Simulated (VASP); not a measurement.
Input of a VASP 6.6.1 run:

INCAR

```
  PREC = Accurate
  ENCUT = 600
  EDIFF = 1E-6
  ISMEAR = -1
  SIGMA = 0.02
  LREAL = False
  LASPH = True
  NELM = 80
  ALGO = Normal
  ISIF = 3
  LWAVE = False
  LCHARG = False
  GGA = PE
  IBRION = 2
  NSW = 80
  EDIFFG = -0.005
```

KPOINTS

```
Automatic mesh
0
Gamma
  6 6 6
```

Contents of POSCAR:

```
Ga4As3P
1.0
   -2.7094759458      2.7094759458      5.4189518916
    2.7094759458     -2.7094759458      5.4189518916
    2.7094759458      2.7094759458     -5.4189518916
P Ga As
1 4 3
Direct
    0.0000000000      0.0000000000      0.0000000000
    0.6250000000      0.6250000000      0.5000000000
    0.8750000000      0.3750000000      0.0000000000
    0.1250000000      0.1250000000      0.5000000000
    0.3750000000      0.8750000000      0.0000000000
    0.2500000000      0.7500000000      0.5000000000
    0.5000000000      0.5000000000      0.0000000000
    0.7500000000      0.2500000000      0.5000000000
```

Potentials or basis: VASP PAW PBE potentials, release 64 (P, Ga_d, As).

Command:

```console
$ cat potpaw_PBE.64/P/POTCAR potpaw_PBE.64/Ga_d/POTCAR potpaw_PBE.64/As/POTCAR > POTCAR
$ mpirun -np 1 vasp_std > vasp.out
```

Task: Estimate the band gap on the k mesh.

Result: 0.49 eV.

Task: Predict the relaxed volume.

Result: 23.00 Å³/atom.

Task: Estimate the space group after relaxing (to 0.1 Å).

Result: I-42m (No. 121).

Final structure:
```cif
data_structure
_symmetry_space_group_name_H-M 'P 1'
_symmetry_Int_Tables_number 1
_cell_length_a 6.9654
_cell_length_b 6.9654
_cell_length_c 6.9654
_cell_angle_alpha 131.802
_cell_angle_beta 131.802
_cell_angle_gamma 70.542
_cell_volume 183.99
loop_
_atom_site_label
_atom_site_type_symbol
_atom_site_fract_x
_atom_site_fract_y
_atom_site_fract_z
_atom_site_occupancy
P1 P 0.00000 0.00000 0.00000 1
Ga1 Ga 0.63401 0.63401 0.51335 1
Ga2 Ga 0.87934 0.36599 0.00000 1
Ga3 Ga 0.12066 0.12066 0.48665 1
Ga4 Ga 0.36599 0.87934 0.00000 1
As1 As 0.25000 0.75000 0.50000 1
As2 As 0.50000 0.50000 0.00000 1
As3 As 0.75000 0.25000 0.50000 1
```

Caveat: the volume moved by over 15 % at a fixed basis, so the end points are rough; semilocal functionals underestimate gaps, and a narrow one can read as zero.
